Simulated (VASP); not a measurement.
Crystal: HgH3.

```
Hg H
1.0
     2.84652    0.00000    0.00000
    -1.42326    2.46516    0.00000
     0.00000    0.00000    8.98161
Hg H
1 3
Direct
  0.00000 0.00000 0.00000
  0.00000 0.00000 0.50000
  0.66667 0.33333 0.25576
  0.66667 0.33333 0.74424
```

The cell was generated, and may not be a known phase.

```yaml
Program: VASP 6.6.1
Task: relaxation of cell and atoms
Functional: PBE
Potentials_or_basis: VASP PAW PBE potentials, release 64 (Hg_sv_GW, H)
Cutoff: 550 eV
k_mesh: 6 × 6 × 2
Occupations: gaussian, width 0.1 eV
Spin: no spin polarisation
```

At the start: pressure -4.5 GPa; volume 15.76 Å³/atom.

Problem. How do energy, volume and symmetry change on relaxing?

Solution. Over 12 steps the energy falls by 597.9 meV/atom and the volume is 9.87 Å³/atom (-37.3 %); space group P-6m2 (No. 187, to 0.1 Å) before and after.

Step by step:
| step | energy change (eV) | largest force (eV/Å) | pressure (GPa) | volume (Å³) |
| --- | --- | --- | --- | --- |
| 1 | 0.0000 | 0.1473 | -4.52 | 63.03 |
| 2 | -0.2780 | 0.2978 | -4.25 | 59.00 |
| 3 | -1.2000 | 0.1590 | -0.55 | 47.64 |
| 4 | -0.3441 | 2.0022 | 71.35 | 26.64 |
| 5 | -1.5858 | 0.1123 | 4.91 | 41.65 |
| 6 | -1.7388 | 0.6192 | 11.65 | 37.87 |
| 7 | -1.8957 | 0.6423 | 11.29 | 37.33 |
| 8 | -2.1870 | 0.5571 | 12.53 | 35.44 |
| 9 | -2.1846 | 0.4613 | 14.08 | 34.56 |
| 10 | -2.3029 | 0.2935 | 8.11 | 36.15 |
| 11 | -2.3837 | 0.1016 | 2.22 | 38.49 |
| 12 | -2.3917 | 0.0350 | 0.16 | 39.49 |

Final structure:
```yaml
crystal:
  lattice:
    - [3.04736, 0.00000, 0.00000]
    - [-1.52368, 2.63909, 0.00000]
    - [0.00000, 0.00000, 4.90979]
  atoms:
    - { symbol: Hg, position: [0.00000, 0.00000, 0.00000] }
    - { symbol: H, position: [0.00000, 0.00000, 0.50000] }
    - { symbol: H, position: [0.66667, 0.33333, 0.26084] }
    - { symbol: H, position: [0.66667, 0.33333, 0.73916] }
```

Caveat: the k points lie up to 0.64 Å⁻¹ apart in the final cell, too coarse for converged energies and pressures of a metal; the volume moved by over 15 % at a fixed basis, so the end points are rough; an odd number of electrons without spin polarisation forces a metal; a magnetic or distorted state may lie lower.
